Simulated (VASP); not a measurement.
Input of a VASP 6.6.1 run:

The input INCAR:

```
ALGO = Fast
EDIFF = 1E-6
ENCUT = 520
GGA = PE
ISIF = 2
ISMEAR = 0
ISYM = 0
LASPH = T
LCHARG = F
LREAL = F
LWAVE = F
NBANDS = 13
NELM = 60
PREC = Accurate
SIGMA = 0.1
```

Contents of KPOINTS:

```
k-points
0
Gamma
  11 11 21
```

The input POSCAR:

```
Mo
1.0
    3.0969355112      0.0000000000      0.0000000000
    0.0000000000      3.0969355112      0.0000000000
   -1.5484677556      1.5484677556      1.6191820416
Mo
1
Direct
    0.0000000000      0.0000000000      0.0000000000
```

Potentials or basis: VASP PAW PBE potentials, release 64 (Mo_sv).

Launch:

```console
$ cat potpaw_PBE.64/Mo_sv/POTCAR > POTCAR
$ mpirun -np 1 vasp_std > vasp.out
```

**Question.** Estimate the pressure.

**Answer.** 5.4 GPa.

**Question.** Estimate the band gap on the k mesh.

**Answer.** Zero (bands 7 and 8 overlap by 4.98 eV).

Stress tensor (GPa, compression positive):
```
 9.93 -0.21  0.24
-0.21  9.93 -0.24
 0.24 -0.24 -3.64
```

Caveat: the cell stands under pressure.
